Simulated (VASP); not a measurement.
# CaBe (P6_3/mmc) in VASP: notebook

Runs on CaBe. Level: PBE. Tasks: single point, relaxation of cell and atoms.

Everything below comes from runs of VASP 6.6.1. Logs are shortened: lines on timing, memory, paths and dates and some standing lists are left out, and cuts for length are marked.

### Step 1. The cell of the first run

The structure is hexagonal, space group P6_3/mmc (No. 194). The conventional cell has a = 5.010 Å, b = 5.010 Å, c = 4.167 Å, α = 90.00°, β = 90.00°, γ = 120.00°. Within 4.0 Å of Ca (site symmetry -6m2) lie 6 Be at 3.07 Å and 6 Ca at 3.56 Å. Within 2.8 Å of Be (site symmetry -3m) lie 2 Be at 2.08 Å.

### Step 2. Single point, PBE

INCAR reads:

```
SYSTEM = CaBe
PREC = Accurate
ENCUT = 520
EDIFF = 1E-6
ISMEAR = -1
SIGMA = 0.15
LREAL = .FALSE.
LASPH = .TRUE.
NELM = 60
ALGO = Fast
ISIF = 2
LWAVE = .FALSE.
LCHARG = .FALSE.
GGA = PE
NBANDS = 20
```

KPOINTS reads:

```
regular mesh
0
G
  12 12 10
  0 0 0
```

POSCAR reads:

```
CaBe
1.0
    5.0101703262      0.0000000000      0.0000000000
   -2.5050851631      4.3389347797      0.0000000000
    0.0000000000      0.0000000000      4.1671212245
Ca Be
2 2
Direct
    0.3333333333      0.6666666667      0.2500000000
    0.6666666667      0.3333333333      0.7500000000
    0.0000000000      0.0000000000      0.0000000000
    0.0000000000      0.0000000000      0.5000000000
```

Potentials or basis: VASP PAW PBE potentials, release 64 (Ca_sv, Be).

The run is started by

```console
> cat potpaw_PBE.64/Ca_sv/POTCAR potpaw_PBE.64/Be/POTCAR > POTCAR
> mpirun -np 1 vasp_std > vasp.out
```

OUTCAR:

```text
SYSTEM = CaBe
   PREC = Accurate
   ENCUT = 520
   EDIFF = 1E-6
   ISMEAR = -1
   LREAL = .FALSE.
   LASPH = .TRUE.
   NELM = 60
   ISIF = 2
   GGA = PE

 ion  position               nearest neighbor table
   1  0.333  0.667  0.250-
   2  0.667  0.333  0.750-
   3  0.000  0.000  0.000-   4 2.08   4 2.08
   4  0.000  0.000  0.500-   3 2.08   3 2.08

  LATTYP: Found a hexagonal cell.
 ALAT       =     5.0101703262
 C/A-ratio  =     0.8317324468

  Lattice vectors:

 A1 = (   5.0101703262,   0.0000000000,   0.0000000000)
 A2 = (  -2.5050851631,   4.3389347797,   0.0000000000)
 A3 = (   0.0000000000,   0.0000000000,   4.1671212245)

Analysis of symmetry for initial positions (statically):
=====================================================================
 Subroutine PRICEL returns:
 Original cell was already a primitive cell.

 Routine SETGRP: Setting up the symmetry group for a
 hexagonal supercell.

 Subroutine GETGRP returns: Found 24 space group operations
 (whereof 12 operations were pure point group operations)
 out of a pool of 24 trial point group operations.

The static configuration has the point symmetry D_3d.
 The point group associated with its full space group is D_6h.

Analysis of symmetry for dynamics (positions and initial velocities):
=====================================================================
 Subroutine PRICEL returns:
 Original cell was already a primitive cell.

 Routine SETGRP: Setting up the symmetry group for a
 hexagonal supercell.

 Subroutine GETGRP returns: Found 24 space group operations
 (whereof 12 operations were pure point group operations)
 out of a pool of 24 trial point group operations.

The dynamic configuration has the point symmetry D_3d.
 The point group associated with its full space group is D_6h.

 Subroutine INISYM returns: Found 24 space group operations
 (whereof 12 operations are pure point group operations),
 and found     1 'primitive' translations

----------------------------------------------------------------------------------------

                                     Primitive cell

  volume of cell :      90.5882

  direct lattice vectors                    reciprocal lattice vectors
     5.010170326  0.000000000  0.000000000     0.199594013  0.115235657  0.000000000
    -2.505085163  4.338934780  0.000000000     0.000000000  0.230471314  0.000000000
     0.000000000  0.000000000  4.167121224     0.000000000  0.000000000  0.239973820

  length of vectors
     5.010170326  5.010170326  4.167121224     0.230471314  0.230471314  0.239973820
[... 86 lines left out ...]
   LREAL  =      F    real-space projection
   EDIFFG = 0.1E-04   stopping-criterion for IOM
   NSW    =      0    number of steps for IOM
   IBRION =     -1    ionic relax: 0-MD 1-quasi-New 2-CG
   NFREE  =      0    steps in history (QN), initial steepest desc. (CG)
   ISIF   =      2    stress and relaxation
   ISYM   =      2    0-nonsym 1-usesym 2-fastsym
   POTIM  = 0.5000    time-step for ionic-motion
   TEBEG  =    0.0;   TEEND  =   0.0 temperature during run
   PSTRESS=    0.0 pullay stress
   NELECT =      24.0000    total number of electrons
   NUPDOWN=      -1.0000    fix difference up-down
   EMIN   =  10.00;   EMAX   =-10.00  energy-range for DOS
   EFERMI =   0.00;   METHOD = LEGACY
   ISMEAR =    -1;   SIGMA  =   0.15  broadening in eV -4-tet -1-fermi 0-gaus
   EFERMI_NEDOS =   21; number of points for ismear=-14 and -15
   IALGO  =     68    algorithm
   IMIX   =      4    mixing-type and parameters
     AMIX     =   0.40;   BMIX     =  1.00
     AMIX_MAG =   1.60;   BMIX_MAG =  1.00
  volume/ion in A,a.u.               =      22.65       152.83
  Fermi-wavevector in a.u.,A,eV,Ry     =   1.051448  1.986950 15.041838  1.105544
  Thomas-Fermi vector in A             =   2.186492
   LORBIT       =      0    0 simple, 1 ext, 2 COOP (PROOUT), +10 PAW based schemes
   GGA     = PE    functional components
   LHFCALC =     F    Hartree Fock is set to
   AEXX    =    0.0000 exact exchange contribution
   IVDW    =     0    specifies the selected vdW correction
   LEPSILON=     F    determine dielectric tensor
   LRPA    =     F    only Hartree local field effects (RPA)
 non-spin polarized calculation
 RMM-DIIS sequential band-by-band and
  energy-cutoff  :      520.00
  volume of cell :       90.59
 maximum number of plane-waves:      2476
 NGX is ok and might be reduce to    40
   NGX = 19   NGY = 19   NGZ = 15

 number of electron      24.0000003 magnetization

 Free energy of the ion-electron system (eV)
  ---------------------------------------------------
  ext. energy  EPLUGINS =         0.00000000
  ---------------------------------------------------
  free energy    TOTEN  =       -10.59386508 eV

  energy without entropy =      -10.42008892  energy(sigma->0) =      -10.50697700

 E-fermi :   2.7574     XC(G=0):  -8.6680

 val. band max:        2.7547384429   @ k =   0.3333   0.1667   0.4000
 cond. band min:       2.7629156741   @ k =   0.5000  -0.0000   0.1000
 fundamental gap:      0.0081772312
 Fermi energy:         2.7573819709

 k-point     1 :       0.0000    0.0000    0.0000
  band No.  band energies     occupation
      1     -38.4855      2.00000
      2     -38.4392      2.00000
      3     -19.5996      2.00000
      4     -19.5283      2.00000
      5     -19.5283      2.00000
      6     -19.4497      2.00000
[... 541 lines left out ...]
     19       6.1711      0.00000
     20       6.9548      0.00000

 [... further k-points ...]

------------------------ aborting loop because EDIFF is reached ----------------------------------------

  FORCE on cell =-STRESS in cart. coord.  units (eV):
  Direction    XX          YY          ZZ          XY          YZ          ZX
  --------------------------------------------------------------------------------------
  -------------------------------------------------------------------------------------
  Total        0.0423387      0.0423387      0.0304604     -0.0000000     -0.0000000      0.0000000
  in kB        0.7488173      0.7488173      0.5387348     -0.0000000     -0.0000000      0.0000000
  external PRESSURE =       0.6787898 kB  Pullay stress =       0.0000000 kB

 VOLUME and BASIS-vectors are now :
 -----------------------------------------------------------------------------
  energy-cutoff  :      520.00
  volume of cell :       90.59
      direct lattice vectors                 reciprocal lattice vectors
     5.010170326  0.000000000  0.000000000     0.199594013  0.115235657  0.000000000
    -2.505085163  4.338934780  0.000000000     0.000000000  0.230471314  0.000000000
     0.000000000  0.000000000  4.167121224     0.000000000  0.000000000  0.239973820

 POSITION                                       TOTAL-FORCE (eV/Angst)
 -----------------------------------------------------------------------------------
     -0.00000      2.89262      1.04178         0.000000     -0.000000      0.000000
      2.50509      1.44631      3.12534        -0.000000      0.000000      0.000000
      0.00000      0.00000      0.00000         0.000000      0.000000      0.000000
      0.00000      0.00000      2.08356         0.000000      0.000000      0.000000
 -----------------------------------------------------------------------------------
    total drift:                                0.000000     -0.000000      0.000000

  FREE ENERGIE OF THE ION-ELECTRON SYSTEM (eV)
  ---------------------------------------------------
  free  energy   TOTEN  =       -10.5938650788 eV

  energy  without entropy=      -10.4200889223  energy(sigma->0) =      -10.50697700
```

stdout:

```text
POSCAR found type information on POSCAR CaBe
 POSCAR found :  2 types and       4 ions
 scaLAPACK will be used
 LDA part: xc-table for (Slater+PW92), standard interpolation
 POSCAR, INCAR and KPOINTS ok, starting setup
 FFT: planning ... GRIDC
 FFT: planning ... GRID_SOFT
 FFT: planning ... GRID
 WAVECAR not read
 entering main loop
WARNING in EDDRMM: call to ZHEGV failed, returncode =   6  3     17
WARNING in EDDRMM: call to ZHEGV failed, returncode =   6  3     11
WARNING in EDDRMM: call to ZHEGV failed, returncode =   8  4      9
WARNING in EDDRMM: call to ZHEGV failed, returncode =   6  3     17
```

It took 2.9 min on 1 thread of Intel Xeon 6975P-C (Granite Rapids), shared host; peak memory 0.35 GiB.

Results:

```
Free energy            : -10.5939 eV
Pressure               : 0.1 GPa
Band gap on the k mesh : zero (bands 12 and 13 overlap by 0.39 eV)
```

### Step 3. Single point, PBE

INCAR reads:

```
PREC = Accurate
ENCUT = 520
EDIFF = 1E-7
ISMEAR = -1
SIGMA = 0.15
LREAL = False
LASPH = True
NELM = 100
ALGO = Fast
ISIF = 2
LWAVE = False
LCHARG = False
GGA = PE
NBANDS = 20
```

KPOINTS reads:

```
Automatic mesh
0
Gamma
  12 12 10
```

POSCAR is that of step 2.

Potentials or basis: VASP PAW PBE potentials, release 64 (Ca_sv, Be).

The run is started by

```console
> cat potpaw_PBE.64/Ca_sv/POTCAR potpaw_PBE.64/Be/POTCAR > POTCAR
> mpirun -np 1 vasp_std > vasp.out
```

It took 3.4 min on 1 thread of Intel Xeon 6975P-C (Granite Rapids), shared host; peak memory 0.34 GiB.

The run converged. Its results:

```
Free energy            : -10.5939 eV
Pressure               : 0.1 GPa
Band gap on the k mesh : zero (bands 12 and 13 overlap by 0.39 eV)
```

Levels at points of the mesh, in eV from the Fermi level:
| k point | band 9 | band 10 | band 11 | band 12 | band 13 | band 14 | band 15 | band 16 |
| --- | --- | --- | --- | --- | --- | --- | --- | --- |
| (0.00, 0.00, 0.00) | -5.70 | -0.97 | -0.88 | -0.88 | 1.51 | 2.21 | 2.33 | 2.33 |
| (0.50, 0.00, 0.00) | -4.54 | -2.94 | -0.54 | -0.09 | -0.08 | 1.76 | 2.03 | 2.54 |
| (0.00, 0.00, 0.50) | -3.86 | -3.86 | 0.23 | 0.23 | 0.23 | 0.23 | 3.44 | 3.44 |
| (0.50, 0.00, 0.50) | -3.17 | -3.17 | -0.85 | -0.85 | 0.54 | 0.54 | 2.02 | 2.02 |

### Step 4. Relaxation of cell and atoms, PBE

INCAR reads:

```
SYSTEM = CaBe
  PREC = Accurate
  ENCUT = 600
  EDIFF = 1E-7
  ISMEAR = -1
  SIGMA = 0.15
  LREAL = .FALSE.
  LASPH = .TRUE.
  NELM = 80
  ALGO = Fast
  ISIF = 3
  LWAVE = .FALSE.
  LCHARG = .FALSE.
  GGA = PE
  IBRION = 2
  NSW = 80
  EDIFFG = -0.001
```

KPOINTS reads:

```
regular mesh
0
G
  12 12 10
  0 0 0
```

POSCAR reads:

```
CaBe
1.0
    5.0059158844      0.0000000000      0.0000000000
   -2.5029579422      4.3352503251      0.0000000000
    0.0000000000      0.0000000000      4.1670797299
Ca Be
2 2
Direct
    0.3333333333      0.6666666667      0.2500000000
    0.6666666667      0.3333333333      0.7500000000
    0.0000000000      0.0000000000      0.0000000000
    0.0000000000      0.0000000000      0.5000000000
```

The run is started by

```console
> cat potpaw_PBE.64/Ca_sv/POTCAR potpaw_PBE.64/Be/POTCAR > POTCAR
> mpirun -np 1 vasp_std > vasp.out
```

It took 7 min on 1 thread of Intel Xeon 6975P-C (Granite Rapids), shared host; peak memory 0.39 GiB.

It converged, with:

```
Free energy                           : -10.5940 eV
Relaxed volume                        : 22.70 Å³/atom
Relaxed cell                          : a = 5.014 Å, b = 5.014 Å, c = 4.170 Å, α = 90.00°, β = 90.00°, γ = 120.00°
Space group after relaxing (to 0.1 Å) : P6_3/mmc (No. 194)
Energy gained by relaxing             : 0.0 meV/atom
Ionic steps                           : 5
Pressure after relaxing               : 0.0 GPa
Band gap on the k mesh                : zero (bands 12 and 13 overlap by 0.40 eV)
```

The path:
| step | energy change (eV) | largest force (eV/Å) | pressure (GPa) | volume (Å³) |
| --- | --- | --- | --- | --- |
| 1 | 0.0000 | 0.0000 | 0.14 | 90.43 |
| 2 | -0.0002 | 0.0000 | 0.04 | 90.70 |
| 3 | -0.0002 | 0.0000 | -0.01 | 90.81 |
| 4 | -0.0002 | 0.0000 | 0.00 | 90.80 |
| 5 | -0.0002 | 0.0000 | 0.00 | 90.80 |

Final structure:
```yaml
crystal:
  lattice:
    - [5.01432, 0.00000, 0.00000]
    - [-2.50716, 4.34253, 0.00000]
    - [0.00000, 0.00000, 4.16976]
  atoms:
    - { symbol: Ca, position: [0.33333, 0.66667, 0.25000] }
    - { symbol: Ca, position: [0.66667, 0.33333, 0.75000] }
    - { symbol: Be, position: [0.00000, 0.00000, 0.00000] }
    - { symbol: Be, position: [0.00000, 0.00000, 0.50000] }
```

Levels at points of the mesh, in eV from the Fermi level:
```tsv
k point	band 10	band 11	band 12	band 13	band 14	band 15
(0.00, 0.00, 0.00)	-0.97	-0.88	-0.88	1.50	2.20	2.32
(0.50, 0.00, 0.00)	-2.93	-0.54	-0.09	-0.08	1.76	2.03
(0.00, 0.00, 0.50)	-3.86	0.23	0.23	0.23	0.23	3.43
(0.50, 0.00, 0.50)	-3.17	-0.85	-0.85	0.54	0.54	2.01
```
